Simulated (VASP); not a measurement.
**Cr: single point with PBEsol**

Crystal: Cr.

```
CELL_PARAMETERS angstrom
2.47264 0.00000 0.00000
-1.23632 2.14137 0.00000
0.00000 0.00000 12.99423
ATOMIC_POSITIONS crystal
Cr 0.00000 0.00000 0.00000
Cr 0.33333 0.66667 0.16714
Cr 0.66667 0.33333 0.33286
Cr 0.00000 0.00000 0.50000
Cr 0.66667 0.33333 0.66714
Cr 0.33333 0.66667 0.83286
```

```json
{
 "Program": "VASP 6.6.1",
 "Task": "single point",
 "Functional": "PBEsol",
 "Potentials or basis": "VASP PAW PBE potentials, release 64 (Cr_pv)",
 "Cutoff": "520 eV",
 "k mesh": "21 × 21 × 4",
 "Occupations": "gaussian, width 0.1 eV",
 "Spin": "no spin polarisation",
 "Dipole correction": "no",
 "Further INCAR settings": "ALGO = Fast; EDIFF = 1e-07; NBANDS = 45"
}
```

| Property | Result |
| --- | --- |
| Pressure | -0.5 GPa |
| Band gap on the k mesh | zero (band 36 reaches 11.34 eV, above the bottom of band 37 at 10.44 eV) |

Forces on the atoms (eV/Å):
```
Cr   0.000  0.000  0.000
Cr   0.000  0.000  0.002
Cr   0.000  0.000 -0.002
Cr   0.000  0.000  0.000
Cr   0.000  0.000  0.002
Cr   0.000  0.000 -0.002
```

Stress tensor (GPa, compression positive):
```
-0.54  0.00  0.00
 0.00 -0.54  0.00
 0.00  0.00 -0.44
```

Levels at points of the mesh, in eV from the Fermi level:
| k point | band 34 | band 35 | band 36 | band 37 | band 38 | band 39 |
| --- | --- | --- | --- | --- | --- | --- |
| (0.00, 0.00, 0.00) | -0.33 | -0.33 | -0.29 | -0.29 | -0.15 | -0.15 |
| (0.00, 0.00, 0.50) | -0.46 | -0.27 | -0.27 | -0.27 | -0.27 | -0.16 |

It took 12 min on 1 thread of Oxide Virtual Turin-like Processor, on a shared host, peak memory 0.37 GiB.

Caveat: the PAW data sets were made with another functional, which shifts forces and pressure a little; the run has no spin polarisation, though such a crystal can be magnetic. Spin polarisation is off, so any magnetic state and its effect on volume and gap are missing.
